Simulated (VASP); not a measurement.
# MnO2 (P-3m1) in VASP: notebook

Aim: see how the results for MnO2 move with the level of theory and the settings. Levels: RPBE+D4, PBE. Tasks: single point.

Program: VASP 6.6.1. These are calculated values, not measurements. Logs are shortened: lines on timing, memory, paths and dates and some standing lists are left out, and cuts for length are marked.

## 1. The cell of the first run

The structure is trigonal, space group P-3m1 (No. 164). Conventional cell: a = 2.873 Å, b = 2.873 Å, c = 4.454 Å, α = 90.00°, β = 90.00°, γ = 120.00°. Within 2.5 Å of Mn (site symmetry -3m) lie 6 O at 1.92 Å. Within 2.6 Å of O (site symmetry 3m) lie 3 Mn at 1.92 Å and 3 O at 2.54 Å.

## 2. Single point, RPBE+D4, collinear spin, ferromagnetic start

Contents of INCAR:

```
PREC = Accurate
ENCUT = 600
EDIFF = 1E-6
ISMEAR = -1
SIGMA = 0.05
LREAL = False
LASPH = True
NELM = 200
ALGO = Normal
ISIF = 2
LWAVE = False
LCHARG = False
ISPIN = 2
MAGMOM = 4 0 0
LORBIT = 11
LMAXMIX = 4
GGA = RP
IVDW = 13
NBANDS = 24
GGA_COMPAT = False
```

Contents of KPOINTS:

```
Automatic mesh
0
Gamma
  11 11 6
```

Contents of POSCAR:

```
MnO2
1.0
    2.8729845191      0.0000000000      0.0000000000
   -1.4364922595      2.4880775782      0.0000000000
    0.0000000000      0.0000000000      4.4544300620
Mn O
1 2
Direct
    0.0000000000      0.0000000000      0.5000000000
    0.3333333333      0.6666666667      0.7151806188
    0.6666666667      0.3333333333      0.2848193812
```

Potentials or basis: VASP PAW PBE potentials, release 64 (Mn_sv, O).

Run with:

```sh
$ cat potpaw_PBE.64/Mn_sv/POTCAR potpaw_PBE.64/O/POTCAR > POTCAR
$ mpirun -np 1 vasp_std > vasp.out
```

OUTCAR:

```text
PREC = Accurate
   ENCUT = 600
   EDIFF = 1E-6
   ISMEAR = -1
   LREAL = False
   LASPH = True
   NELM = 200
   ISIF = 2
   ISPIN = 2
   LORBIT = 11
   GGA = RP
   IVDW = 13

 ion  position               nearest neighbor table
   1  0.000  0.000  0.500-   2 1.92   3 1.92   2 1.92   3 1.92   3 1.92   2 1.92
   2  0.333  0.667  0.715-   1 1.92   1 1.92   1 1.92
   3  0.667  0.333  0.285-   1 1.92   1 1.92   1 1.92

  LATTYP: Found a hexagonal cell.
 ALAT       =     2.8729845191
 C/A-ratio  =     1.5504539034

  Lattice vectors:

 A1 = (   2.8729845191,   0.0000000000,   0.0000000000)
 A2 = (  -1.4364922595,   2.4880775782,   0.0000000000)
 A3 = (   0.0000000000,   0.0000000000,   4.4544300620)

Analysis of symmetry for initial positions (statically):
=====================================================================
 Subroutine PRICEL returns:
 Original cell was already a primitive cell.

 Routine SETGRP: Setting up the symmetry group for a
 hexagonal supercell.

 Subroutine GETGRP returns: Found 12 space group operations
 (whereof 12 operations were pure point group operations)
 out of a pool of 24 trial point group operations.

The static configuration has the point symmetry D_3d.

Analysis of symmetry for dynamics (positions and initial velocities):
=====================================================================
 Subroutine PRICEL returns:
 Original cell was already a primitive cell.

 Routine SETGRP: Setting up the symmetry group for a
 hexagonal supercell.

 Subroutine GETGRP returns: Found 12 space group operations
 (whereof 12 operations were pure point group operations)
 out of a pool of 24 trial point group operations.

The dynamic configuration has the point symmetry D_3d.

Analysis of structural, dynamic, and magnetic symmetry:
=====================================================================
 Subroutine PRICEL returns:
 Original cell was already a primitive cell.

 Routine SETGRP: Setting up the symmetry group for a
 hexagonal supercell.

 Subroutine GETGRP returns: Found 12 space group operations
 (whereof 12 operations were pure point group operations)
 out of a pool of 24 trial point group operations.

The overall configuration has the point symmetry D_3d.

 Subroutine INISYM returns: Found 12 space group operations
 (whereof 12 operations are pure point group operations),
 and found     1 'primitive' translations

----------------------------------------------------------------------------------------

                                     Primitive cell

  volume of cell :      31.8412

[... 115 lines left out ...]
   GGA     = RP    functional components
   LHFCALC =     F    Hartree Fock is set to
   AEXX    =    0.0000 exact exchange contribution
   IVDW    =    13    specifies the selected vdW correction
   LEPSILON=     F    determine dielectric tensor
   LRPA    =     F    only Hartree local field effects (RPA)
 spin polarized calculation
  energy-cutoff  :      600.00
  volume of cell :       31.84
 maximum number of plane-waves:      1085
 NGX is ok and might be reduce to    24
   NGX = 11   NGY = 11   NGZ = 17

 number of electron      27.0000012 magnetization       3.0001664

 Free energy of the ion-electron system (eV)
  ---------------------------------------------------
  ext. energy  EPLUGINS =         0.00000000
  ---------------------------------------------------
  free energy    TOTEN  =       -22.81976951 eV

  energy without entropy =      -22.81976787  energy(sigma->0) =      -22.81976869

 E-fermi :   5.3131     XC(G=0): -10.7286

 val. band max:        4.8037409908   @ k =   0.0909   0.0909   0.5000
 cond. band min:       5.7890610608   @ k =   0.0000   0.0000   0.5000
 fundamental gap:      0.9853200700
 Fermi energy:         5.3130948152

 spin component 1

 k-point     1 :       0.0000    0.0000    0.0000
  band No.  band energies     occupation
      1     -76.9561      1.00000
      2     -45.5387      1.00000
      3     -45.5193      1.00000
      4     -45.5193      1.00000
      5     -14.7653      1.00000
      6     -12.4905      1.00000
[... 637 lines left out ...]
     23      24.2530      0.00000
     24      25.4845      0.00000

 [... further k-points ...]

 spin component 2

 k-point     1 :       0.0000    0.0000    0.0000
  band No.  band energies     occupation
      1     -73.7141      1.00000
      2     -42.3860      1.00000
      3     -42.3860      1.00000
      4     -42.2266      1.00000
      5     -14.6357      1.00000
      6     -12.4147      1.00000
[... 637 lines left out ...]
     23      24.7875      0.00000
     24      26.2988      0.00000

 [... further k-points ...]

------------------------ aborting loop because EDIFF is reached ----------------------------------------

  DFT-D4 for vdW energy calculation

  Edisp (eV):   -1.19897

  FORCE on cell =-STRESS in cart. coord.  units (eV):
  Direction    XX          YY          ZZ          XY          YZ          ZX
  --------------------------------------------------------------------------------------
  -------------------------------------------------------------------------------------
  Total      -0.28172    -0.28172    -0.30709    -0.00000     0.00000     0.00000
  in kB     -14.17558   -14.17558   -15.45184    -0.00000     0.00000     0.00000
  external pressure =      -14.60 kB  Pullay stress =        0.00 kB

 VOLUME and BASIS-vectors are now :
 -----------------------------------------------------------------------------
  energy-cutoff  :      600.00
  volume of cell :       31.84
      direct lattice vectors                 reciprocal lattice vectors
     2.872984519  0.000000000  0.000000000     0.348070097  0.200958364  0.000000000
    -1.436492260  2.488077578  0.000000000     0.000000000  0.401916728  0.000000000
     0.000000000  0.000000000  4.454430062     0.000000000  0.000000000  0.224495611

 POSITION                                       TOTAL-FORCE (eV/Angst)
 -----------------------------------------------------------------------------------
      0.00000      0.00000      2.22722        -0.000000      0.000000      0.000000
     -0.00000      1.65872      3.18572        -0.000000      0.000000     -0.017682
      1.43649      0.82936      1.26871         0.000000     -0.000000      0.017682
 -----------------------------------------------------------------------------------
    total drift:                               -0.000000      0.000000      0.000000

  FREE ENERGIE OF THE ION-ELECTRON SYSTEM (eV)
  ---------------------------------------------------
  free  energy   TOTEN  =       -24.0187406070 eV

  energy  without entropy=      -24.0187389659  energy(sigma->0) =      -24.01873979

 total charge

# of ion       s       p       d       tot
------------------------------------------
    1        2.197   6.109   4.442  12.747
    2        1.585   3.422   0.000   5.006
    3        1.585   3.422   0.000   5.006
--------------------------------------------------
tot          5.366  12.952   4.442  22.760

 magnetization (x)

# of ion       s       p       d       tot
------------------------------------------
    1        0.025   0.017   2.716   2.758
    2        0.004   0.024   0.000   0.027
    3        0.004   0.024   0.000   0.027
--------------------------------------------------
tot          0.032   0.065   2.716   2.813
```

OSZICAR:

```text
N       E                     dE             d eps       ncg     rms          rms(c)
DAV:   1     0.411660663340E+03    0.41166E+03   -0.16280E+04  8416   0.275E+03
DAV:   2     0.115231917407E+01   -0.41051E+03   -0.38721E+03  8568   0.558E+02
DAV:   3    -0.271793318281E+02   -0.28332E+02   -0.27751E+02 10560   0.156E+02
DAV:   4    -0.300720160958E+02   -0.28927E+01   -0.28694E+01 13656   0.367E+01
DAV:   5    -0.300892801624E+02   -0.17264E-01   -0.17260E-01  9664   0.285E+00    0.286E+01
DAV:   6    -0.295824588054E+02    0.50682E+00   -0.80144E+01 10920   0.112E+02    0.589E+01
DAV:   7    -0.230024690951E+02    0.65800E+01   -0.87095E+01 10944   0.103E+02    0.111E+01
DAV:   8    -0.227617350711E+02    0.24073E+00   -0.26398E+00 10560   0.221E+01    0.654E+00
DAV:   9    -0.228426943194E+02   -0.80959E-01   -0.40983E-01 13168   0.793E+00    0.443E+00
DAV:  10    -0.228319200828E+02    0.10774E-01   -0.46715E-02 11672   0.287E+00    0.252E+00
DAV:  11    -0.228199904538E+02    0.11930E-01   -0.36285E-02 11376   0.317E+00    0.102E+00
DAV:  12    -0.228203326706E+02   -0.34222E-03   -0.31914E-03 10328   0.675E-01    0.489E-01
DAV:  13    -0.228198311314E+02    0.50154E-03   -0.17466E-03 11784   0.642E-01    0.195E-01
DAV:  14    -0.228197534523E+02    0.77679E-04   -0.51545E-04 11704   0.264E-01    0.790E-02
DAV:  15    -0.228197657720E+02   -0.12320E-04   -0.77643E-05 10480   0.833E-02    0.208E-02
DAV:  16    -0.228197696879E+02   -0.39159E-05   -0.74949E-06 11392   0.270E-02    0.104E-02
DAV:  17    -0.228197695107E+02    0.17723E-06   -0.13834E-06  6712   0.160E-02
   1 F= -.24018741E+02 E0= -.24018740E+02  d E =-.164114E-05  mag=     3.0000
```

It took 2.1 min on 1 thread of Intel Xeon Platinum 8375C at 2.90GHz (Ice Lake), shared host; peak memory 0.25 GiB.

What came out:

```yaml
Free_energy: -24.0187 eV
Pressure: -1.5 GPa
Largest_force: 0.018 eV/Å
Band_gap_on_the_k_mesh: 0.99 eV (least direct gap 1.06 eV)
Net_moment: 3.00 μB per cell
Site_moments: Mn +2.76; O +0.03 μB
Valence_electrons_inside_the_program's_atomic_spheres: Mn 12.75; O 5.01
Dispersion_energy_per_atom: -0.400 eV
```

Forces on the atoms (eV/Å):
```
Mn   0.000  0.000  0.000
O    0.000  0.000 -0.018
O    0.000  0.000  0.018
```

Caveat: the PAW data sets were made with another functional, which shifts forces and pressure a little; an odd mesh through Γ misses points on the zone boundary, where band edges can lie; a cell with one magnetic atom can't hold antiferromagnetic order, which such compounds often take.

(Part 1 of 2 ends here.)
